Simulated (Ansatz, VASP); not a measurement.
## Lu: VASP beside Ansatz

Contents of INCAR:

```
PREC = Accurate ; ENCUT = 520
EDIFF = 1E-6 ; ISMEAR = -1
SIGMA = 0.1 ; LREAL = False
LASPH = True ; NELM = 100
ALGO = Normal ; ISIF = 2
LWAVE = False ; LCHARG = False
GGA = PE ; NBANDS = 18
```

File KPOINTS:

```
regular mesh
0
Gamma
  15 15 15
```

Contents of POSCAR:

```
Lu
1.0
    0.0000000000      2.3740120595      2.3740120595
    2.3740120595      0.0000000000      2.3740120595
    2.3740120595      2.3740120595      0.0000000000
Lu
1
Direct
    0.0000000000      0.0000000000      0.0000000000
```

Input for Ansatz:

```yaml
crystal:
  lattice:
    - [0.0, 2.3740120595, 2.3740120595]
    - [2.3740120595, 0.0, 2.3740120595]
    - [2.3740120595, 2.3740120595, 0.0]
  atoms:
    - { symbol: Lu, position: [0.0, 0.0, 0.0] }
kpoints:
  mp_grid: { grid: [15, 15, 15] }
scf:
  occupations: { method: fermi_dirac, width: 0.1 }
hamiltonian:
  xc: pbe
  pseudopotentials: { kind: all_electron, lapw: { basis_error: 0.001 } }
output:
  forces: true
  stress: true
  eigenvalues: true
  populations: true
```

Change from the starting cell: volume scaled by 0.92, LAPW.

Alike in both runs: task single point; functional PBE; k mesh 15 × 15 × 15; occupations fermi-dirac, width 0.1 eV; no spin polarisation.

```csv
,VASP,Ansatz
version,VASP 6.6.1,Ansatz 0.2.0
potentials or method,"VASP PAW PBE potentials, release 64 (Lu), cutoff 520 eV","all-electron LAPW, scalar-relativistic"
```

|  | VASP | Ansatz | Ansatz less VASP |
| --- | --- | --- | --- |
| pressure (GPa) | 4.2 | 4.0 | -0.23 |

Ansatz ran all-electron here, and VASP with PAW potentials.

Spin-orbit coupling is off throughout.
